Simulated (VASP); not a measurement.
# SnTe (Fm-3m) in VASP: a series of runs

Runs on SnTe. Level: r2SCAN. Tasks: single point.

Everything below comes from runs of VASP 6.6.1. Logs are shortened: lines on timing, memory, paths and dates and some standing lists are left out, and cuts for length are marked.

### Step 1. The cell of the first run

The structure is cubic, space group Fm-3m (No. 225). Conventional cell: a = 6.124 Å, b = 6.124 Å, c = 6.124 Å, α = 90.00°, β = 90.00°, γ = 90.00°. Sn (site symmetry m-3m) has 6 Te at 3.06 Å within 4.0 Å. Te (site symmetry m-3m) has 6 Sn at 3.06 Å within 4.0 Å.

### Step 2. Single point, r2SCAN, non-collinear spin, zero start, spin-orbit coupling (strain -4.0%)

File POSCAR:

```
SnTe
1.0
    0.0000000000      3.0617571316      3.0617571316
    3.0617571316      0.0000000000      3.0617571316
    3.0617571316      3.0617571316      0.0000000000
Sn Te
1 1
Direct
    0.0000000000      0.0000000000      0.0000000000
    0.5000000000      0.5000000000      0.5000000000
```

File INCAR.step1:

```
  PREC = Accurate
  ENCUT = 520
  ISMEAR = -1
  SIGMA = 0.02
  LREAL = False
  LASPH = True
  NELM = 150
  LNONCOLLINEAR = True
  MAGMOM = 0 0 0 0 0 0
  LSORBIT = True
  GGA_COMPAT = False
  NBANDS = 32
  GGA = PE
  ALGO = Normal
  EDIFF = 1E-4
  LWAVE = True
  LCHARG = False
```

File INCAR.step2:

```
  PREC = Accurate
  ENCUT = 520
  EDIFF = 1E-7
  ISMEAR = -1
  SIGMA = 0.02
  LREAL = False
  LASPH = True
  NELM = 150
  ALGO = Normal
  ISIF = 2
  LWAVE = False
  LCHARG = False
  LNONCOLLINEAR = True
  MAGMOM = 0 0 0 0 0 0
  LORBIT = 11
  LSORBIT = True
  GGA_COMPAT = False
  LORBMOM = True
  METAGGA = R2SCAN
  LMIXTAU = True
  NBANDS = 32
  ISTART = 1
```

File KPOINTS:

```
Automatic mesh
0
Gamma
  8 8 8
```

Potentials or basis: VASP PAW PBE potentials, release 64 (Sn_d, Te).

Command:

```bash
$ cat potpaw_PBE.64/Sn_d/POTCAR potpaw_PBE.64/Te/POTCAR > POTCAR
$ cp INCAR.step1 INCAR
$ mpirun -np 1 vasp_ncl > vasp.out
$ cp INCAR.step2 INCAR
$ mpirun -np 1 vasp_ncl > vasp.out
```

OUTCAR:

```text
PREC = Accurate
   ENCUT = 520
   EDIFF = 1E-7
   ISMEAR = -1
   LREAL = False
   LASPH = True
   NELM = 150
   ISIF = 2
   LNONCOLLINEAR = True
   LORBIT = 11
   LSORBIT = True
   METAGGA = R2SCAN
   ISTART = 1

 ion  position               nearest neighbor table
   1  0.000  0.000  0.000-   2 3.06   2 3.06   2 3.06   2 3.06   2 3.06   2 3.06
   2  0.500  0.500  0.500-   1 3.06   1 3.06   1 3.06   1 3.06   1 3.06   1 3.06

  LATTYP: Found a face centered cubic cell.
 ALAT       =     6.1235142632

  Lattice vectors:

 A1 = (   0.0000000000,   3.0617571316,   3.0617571316)
 A2 = (   3.0617571316,   0.0000000000,   3.0617571316)
 A3 = (   3.0617571316,   3.0617571316,   0.0000000000)

Analysis of symmetry for initial positions (statically):
=====================================================================
 Subroutine PRICEL returns:
 Original cell was already a primitive cell.

 Routine SETGRP: Setting up the symmetry group for a
 face centered cubic supercell.

 Subroutine GETGRP returns: Found 48 space group operations
 (whereof 48 operations were pure point group operations)
 out of a pool of 48 trial point group operations.

The static configuration has the point symmetry O_h .

Analysis of symmetry for dynamics (positions and initial velocities):
=====================================================================
 Subroutine PRICEL returns:
 Original cell was already a primitive cell.

 Routine SETGRP: Setting up the symmetry group for a
 face centered cubic supercell.

 Subroutine GETGRP returns: Found 48 space group operations
 (whereof 48 operations were pure point group operations)
 out of a pool of 48 trial point group operations.

The dynamic configuration has the point symmetry O_h .

Analysis of structural, dynamic, and magnetic symmetry:
=====================================================================
 Subroutine PRICEL returns:
 Original cell was already a primitive cell.

 Routine SETGRP: Setting up the symmetry group for a
 face centered cubic supercell.

 Subroutine GETGRP returns: Found 48 space group operations
 (whereof 48 operations were pure point group operations)
 out of a pool of 48 trial point group operations.

The overall configuration has the point symmetry O_h .

 Subroutine INISYM returns: Found 48 space group operations
 (whereof 48 operations are pure point group operations),
 and found     1 'primitive' translations
[... 1017 lines left out ...]
      0.00000      0.00000      0.00000         0.000000     -0.000000      0.000000
      3.06176      3.06176      3.06176        -0.000000      0.000000     -0.000000
 -----------------------------------------------------------------------------------
    total drift:                                0.000000     -0.000000     -0.000000

  FREE ENERGIE OF THE ION-ELECTRON SYSTEM (eV)
  ---------------------------------------------------
  free  energy   TOTEN  =       -50.6844996051 eV

  energy  without entropy=      -50.6844987418  energy(sigma->0) =      -50.68449917

 orbital moment (x)

 # of ion     p       d       tot
 ----------------------------------------
  1         0.000   0.000   0.000
  2         0.000   0.000   0.000
 ----------------------------------------
            0.000   0.000   0.000

 orbital moment (y)

 # of ion     p       d       tot
 ----------------------------------------
  1         0.000  -0.000   0.000
  2         0.000  -0.000   0.000
 ----------------------------------------
            0.000  -0.000   0.000

 orbital moment (z)

 # of ion     p       d       tot
 ----------------------------------------
  1         0.000  -0.000  -0.000
  2         0.000   0.000   0.000
 ----------------------------------------
            0.000  -0.000  -0.000

 Spin-Orbit-Coupling matrix elements

 Ion:    1  E_soc:     -0.0963742
 l=   1
     0.0000000    -0.0100116    -0.0100116
    -0.0100116     0.0000000    -0.0100116
    -0.0100116    -0.0100116     0.0000000
 l=   2
     0.0000000    -0.0011989     0.0000000    -0.0011989    -0.0048518
    -0.0011989     0.0000000    -0.0036388    -0.0011989    -0.0012129
     0.0000000    -0.0036388     0.0000000    -0.0036388     0.0000000
    -0.0011989    -0.0011989    -0.0036388     0.0000000    -0.0012129
    -0.0048518    -0.0012129     0.0000000    -0.0012129     0.0000000
 l=   3
     0.0000000     0.0000000     0.0000000     0.0000000     0.0000000     0.0000000     0.0000000
     0.0000000     0.0000000     0.0000000     0.0000000     0.0000000     0.0000000     0.0000000
     0.0000000     0.0000000     0.0000000     0.0000000     0.0000000     0.0000000     0.0000000
     0.0000000     0.0000000     0.0000000     0.0000000     0.0000000     0.0000000     0.0000000
     0.0000000     0.0000000     0.0000000     0.0000000     0.0000000     0.0000000     0.0000000
     0.0000000     0.0000000     0.0000000     0.0000000     0.0000000     0.0000000     0.0000000
     0.0000000     0.0000000     0.0000000     0.0000000     0.0000000     0.0000000     0.0000000

 Ion:    2  E_soc:     -0.1845944
 l=   1
     0.0000000    -0.0307641    -0.0307641
    -0.0307641     0.0000000    -0.0307641
    -0.0307641    -0.0307641     0.0000000
 l=   2
     0.0000000    -0.0000172     0.0000000    -0.0000172     0.0000155
    -0.0000172     0.0000000     0.0000116    -0.0000172     0.0000039
     0.0000000     0.0000116     0.0000000     0.0000116     0.0000000
    -0.0000172    -0.0000172     0.0000116     0.0000000     0.0000039
     0.0000155     0.0000039     0.0000000     0.0000039     0.0000000
 l=   3
     0.0000000     0.0000000     0.0000000     0.0000000     0.0000000     0.0000000     0.0000000
     0.0000000     0.0000000     0.0000000     0.0000000     0.0000000     0.0000000     0.0000000
     0.0000000     0.0000000     0.0000000     0.0000000     0.0000000     0.0000000     0.0000000
     0.0000000     0.0000000     0.0000000     0.0000000     0.0000000     0.0000000     0.0000000
     0.0000000     0.0000000     0.0000000     0.0000000     0.0000000     0.0000000     0.0000000
     0.0000000     0.0000000     0.0000000     0.0000000     0.0000000     0.0000000     0.0000000
     0.0000000     0.0000000     0.0000000     0.0000000     0.0000000     0.0000000     0.0000000

 total charge

# of ion       s       p       d       tot
------------------------------------------
    1        1.331   0.841  10.000  12.172
    2        1.387   2.032   0.044   3.463
--------------------------------------------------
tot          2.718   2.873  10.044  15.635

 magnetization (x)

# of ion       s       p       d       tot
------------------------------------------
    1        0.000   0.000   0.000   0.000
    2       -0.000  -0.000   0.000  -0.000
--------------------------------------------------
tot         -0.000   0.000   0.000  -0.000

 magnetization (y)

# of ion       s       p       d       tot
------------------------------------------
    1       -0.000  -0.000   0.000  -0.000
    2       -0.000   0.000   0.000  -0.000
--------------------------------------------------
tot         -0.000  -0.000   0.000  -0.000

 magnetization (z)

# of ion       s       p       d       tot
------------------------------------------
    1        0.000   0.000   0.000   0.000
    2       -0.000   0.000   0.000  -0.000
--------------------------------------------------
tot         -0.000   0.000   0.000  -0.000
```

OUTCAR.step1:

```text
PREC = Accurate
   ENCUT = 520
   ISMEAR = -1
   LREAL = False
   LASPH = True
   NELM = 150
   LNONCOLLINEAR = True
   LSORBIT = True
[... 1121 lines left out ...]
     0.0000000     0.0000000     0.0000000     0.0000000     0.0000000     0.0000000     0.0000000
     0.0000000     0.0000000     0.0000000     0.0000000     0.0000000     0.0000000     0.0000000
     0.0000000     0.0000000     0.0000000     0.0000000     0.0000000     0.0000000     0.0000000
     0.0000000     0.0000000     0.0000000     0.0000000     0.0000000     0.0000000     0.0000000
     0.0000000     0.0000000     0.0000000     0.0000000     0.0000000     0.0000000     0.0000000

=======================================================================

 ========================================================
```

OSZICAR.step1:

```text
N       E                     dE             d eps       ncg     rms          rms(c)
DAV:   1     0.180095992886E+03    0.18010E+03   -0.90166E+03  2000   0.151E+03
DAV:   2     0.168917816794E+02   -0.16320E+03   -0.15672E+03  1896   0.460E+02
DAV:   3    -0.645181439856E+01   -0.23344E+02   -0.22945E+02  2304   0.137E+02
DAV:   4    -0.752579377040E+01   -0.10740E+01   -0.10728E+01  2120   0.315E+01
DAV:   5    -0.756756568294E+01   -0.41772E-01   -0.41770E-01  2760   0.631E+00    0.639E+00
DAV:   6    -0.753476249051E+01    0.32803E-01   -0.65410E-02  2464   0.214E+00    0.405E+00
DAV:   7    -0.753472670672E+01    0.35784E-04   -0.28607E-02  2496   0.935E-01    0.199E+00
DAV:   8    -0.753588832478E+01   -0.11616E-02   -0.17533E-03  2176   0.263E-01    0.332E-01
DAV:   9    -0.753563383111E+01    0.25449E-03   -0.12407E-03  2472   0.314E-01    0.143E-01
DAV:  10    -0.753573096097E+01   -0.97130E-04   -0.20532E-04  1888   0.870E-02
   1 F= -.75357310E+01 E0= -.75357280E+01  d E =-.583905E-05  mag=    -0.0000    -0.0000    -0.0000
```

It took 13 min on 1 thread of Intel Xeon 8259CL, shared host; peak memory 0.42 GiB.

Results:

| Quantity | Value |
| --- | --- |
| Free energy | -50.6845 eV |
| Pressure | 6.8 GPa |
| Net moment | 0.00 μB per cell |
| Valence electrons inside the program's atomic spheres | Sn 12.17; Te 3.46 |

Moments on the atoms (μB; x, y, z):
```
Sn  0.00 0.00 0.00
Te  0.00 0.00 0.00
```

Caveat: the cell differs from its parent crystal (strain -4.0%); the cell stands under pressure; the PAW data sets were made with another functional, which shifts forces and pressure a little.

### Step 3. Single point, r2SCAN, non-collinear spin, zero start, spin-orbit coupling (strain -3.0%)

File POSCAR:

```
SnTe
1.0
    0.0000000000      3.0936504351      3.0936504351
    3.0936504351      0.0000000000      3.0936504351
    3.0936504351      3.0936504351      0.0000000000
Sn Te
1 1
Direct
    0.0000000000      0.0000000000      0.0000000000
    0.5000000000      0.5000000000      0.5000000000
```

File INCAR.step1:

```
PREC = Accurate ; ENCUT = 520
ISMEAR = -1 ; SIGMA = 0.02
LREAL = F ; LASPH = T
NELM = 150 ; MAGMOM = 0 0 0 0 0 0
LSORBIT = T ; GGA_COMPAT = F
NBANDS = 32 ; GGA = PE
ALGO = Normal ; EDIFF = 1E-4
LWAVE = T ; LCHARG = F
```

File INCAR.step2:

```
PREC = Accurate ; ENCUT = 520
EDIFF = 1E-6 ; ISMEAR = -1
SIGMA = 0.02 ; LREAL = F
LASPH = T ; NELM = 150
ALGO = Normal ; ISIF = 2
LWAVE = F ; LCHARG = F
MAGMOM = 0 0 0 0 0 0 ; LORBIT = 11
LSORBIT = T ; GGA_COMPAT = F
LORBMOM = T ; METAGGA = R2SCAN
LMIXTAU = T ; NBANDS = 32
ISTART = 1
```

KPOINTS is that of step 2.

Potentials or basis: VASP PAW PBE potentials, release 64 (Sn_d, Te).

Command:

```bash
$ cat potpaw_PBE.64/Sn_d/POTCAR potpaw_PBE.64/Te/POTCAR > POTCAR
$ cp INCAR.step1 INCAR
$ mpirun -np 1 vasp_ncl > vasp.out
$ cp INCAR.step2 INCAR
$ mpirun -np 1 vasp_ncl > vasp.out
```

Run time: 16 min. Hardware: 1 thread of Intel Xeon 8259CL, shared host; peak memory 0.49 GiB.

The run converged. Its results:

- Free energy: -50.7498 eV
- Pressure: 4.7 GPa
- Net moment: 0.00 μB per cell
- Valence electrons inside the program's atomic spheres: Sn 12.14; Te 3.45

Moments on the atoms (μB; x, y, z):
```
Sn  0.00 0.00 0.00
Te  0.00 0.00 0.00
```

Caveat: the cell differs from its parent crystal (strain -3.0%); the cell stands under pressure; the PAW data sets were made with another functional, which shifts forces and pressure a little.
